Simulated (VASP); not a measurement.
Runs of VASP 6.6.1 on Ti. The structure is that of space group Fm-3m (No. 225), or close to it. The cells are those of the table. This isn't the form of Ti at room conditions, which is hcp.

| cell | k mesh | cutoff (eV) | gap on the mesh (eV) | pressure (GPa) |
| --- | --- | --- | --- | --- |
| a = 2.848 Å, angles 60.0°, 1 atom | 18 × 18 × 18 | 500 | none | (b) |
| a = 3.002 Å, angles 60.0°, 1 atom | 18 × 18 × 18 | 500 | none | (a) |
| a = 2.871 Å, angles 60.0°, 1 atom | 18 × 18 × 18 | 500 | none | 4.0 |
| a = 2.818 Å, angles 60.0°, 1 atom | 18 × 18 × 18, shifted | 500 | none | 11.4 |
| a = 2.908 Å, angles 60.0, 60.0, 90.0°, 1 atom | 12 × 12 × 17 | 520 | none | -0.2 |

Alike in all rows: task single point; level PBE; potentials or basis VASP PAW PBE potentials, release 64 (Ti_sv); no spin polarisation; smearing gaussian 0.1 eV.

Fill in the values left out.

(a) -8.8; (b) 7.0.

Caveats: the cell stands under pressure (at least some runs); the cell stands under tension (at least some runs).

A gap of «none» marks levels without a gap at the run's occupations.
